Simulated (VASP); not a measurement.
Crystal: HgTe.

```
CELL_PARAMETERS angstrom
2.99252 -3.46693 0.00000
2.99252 3.46693 0.00000
0.00000 0.00000 5.79816
ATOMIC_POSITIONS crystal
Hg 0.34305 0.65695 0.75000
Hg 0.65695 0.34305 0.25000
Te 0.78481 0.21519 0.75000
Te 0.21519 0.78481 0.25000
```

| Property | Result |
| --- | --- |
| Program | VASP 6.6.1 |
| Task | relaxation of cell and atoms |
| Functional | BLYP |
| Dispersion | D3(BJ) |
| Potentials or basis | VASP PAW PBE potentials, release 64 (Hg, Te) |
| Cutoff | 600 eV |
| k mesh | 4 × 4 × 4 |
| Occupations | gaussian, width 0.1 eV |
| Spin | no spin polarisation |

At the start: pressure -1.1 GPa; volume 30.08 Å³/atom.

Q: How do energy, volume and symmetry change on relaxing?

A: Over 10 steps the energy falls by 10.4 meV/atom and the volume is 28.77 Å³/atom (-4.4 %); space group Cmcm (No. 63, to 0.1 Å) before and after.

Step by step:
```csv
step,energy change (eV),largest force (eV/Å),pressure (GPa),volume (Å³)
1,0.0000,0.1411,-1.12,120.31
2,-0.0146,0.2112,0.21,116.70
3,-0.0146,0.2110,0.21,116.71
4,-0.0219,0.1877,0.17,116.35
5,-0.0339,0.1098,0.15,115.26
6,-0.0344,0.0874,0.16,114.95
7,-0.0404,0.0201,-0.13,115.44
8,-0.0410,0.0086,-0.26,115.67
9,-0.0406,0.0291,0.36,114.33
10,-0.0417,0.0154,-0.01,115.06
```

Final structure:
```yaml
crystal:
  lattice:
    - [3.00146, -3.35826, 0.00000]
    - [3.00146, 3.35826, 0.00000]
    - [0.00000, 0.00000, 5.70775]
  atoms:
    - { symbol: Hg, position: [0.33527, 0.66473, 0.75000] }
    - { symbol: Hg, position: [0.66473, 0.33527, 0.25000] }
    - { symbol: Te, position: [0.79933, 0.20067, 0.75000] }
    - { symbol: Te, position: [0.20067, 0.79933, 0.25000] }
```

Caveat: the dispersion term is far too large for a dense solid, which distorts pressure and volume; the PAW data sets were made with another functional, which shifts forces and pressure a little.
